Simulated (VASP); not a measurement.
Wanted: the native input for a VASP 6.6.1 run.

| Quantity | Value |
| --- | --- |
| Task | single point |
| Functional | r2SCAN |
| Potentials or basis | VASP PAW PBE potentials, release 64 (Pb_d, S) |
| Cutoff | 550 eV |
| k mesh | 8 × 8 × 8 |
| Occupations | fermi-dirac, width 0.01 eV |
| Spin | no spin polarisation |
| Dipole correction | no |
| Further INCAR settings | ALGO = Normal; EDIFF = 1e-06; NBANDS = 17 |

The system is PbS.

```
Pb S
1.0
     0.00000    2.96500    2.96500
     2.96500    0.00000    2.96500
     2.96500    2.96500    0.00000
Pb S
1 1
Direct
  0.00000 0.00000 0.00000
  0.50000 0.50000 0.50000
```

One way to write it, as run:

POSCAR

```
PbS
1.0
    0.0000000000      2.9650000000      2.9650000000
    2.9650000000      0.0000000000      2.9650000000
    2.9650000000      2.9650000000      0.0000000000
Pb S
1 1
Direct
    0.0000000000      0.0000000000      0.0000000000
    0.5000000000      0.5000000000      0.5000000000
```

INCAR.step1

```
PREC = Accurate
ENCUT = 550
ISMEAR = -1
SIGMA = 0.01
LREAL = False
LASPH = True
NELM = 120
NBANDS = 17
GGA = PE
ALGO = Normal
EDIFF = 1E-5
LWAVE = True
LCHARG = False
GGA_COMPAT = False
```

INCAR.step2

```
PREC = Accurate
ENCUT = 550
EDIFF = 1E-6
ISMEAR = -1
SIGMA = 0.01
LREAL = False
LASPH = True
NELM = 120
ALGO = Normal
ISIF = 2
LWAVE = False
LCHARG = False
METAGGA = R2SCAN
LMIXTAU = True
NBANDS = 17
ISTART = 1
GGA_COMPAT = False
```

KPOINTS

```
regular mesh
0
Gamma
  8 8 8
```

Potentials or basis: VASP PAW PBE potentials, release 64 (Pb_d, S).

Command:

```sh
$ cat potpaw_PBE.64/Pb_d/POTCAR potpaw_PBE.64/S/POTCAR > POTCAR
$ cp INCAR.step1 INCAR
$ mpirun -np 1 vasp_std > vasp.out
$ cp INCAR.step2 INCAR
$ mpirun -np 1 vasp_std > vasp.out
```

It gave:

```
Pressure               : 1.4 GPa
Band gap on the k mesh : 0.62 eV
```

Caveat: the PAW data sets were made with another functional, which shifts forces and pressure a little; spin-orbit coupling is left out, which moves the levels of the heavy elements.

It took 52 s on 1 thread of Intel(R) Xeon(R) Platinum 8488C (Sapphire Rapids), with other jobs on the host, peak memory 0.2 GiB.
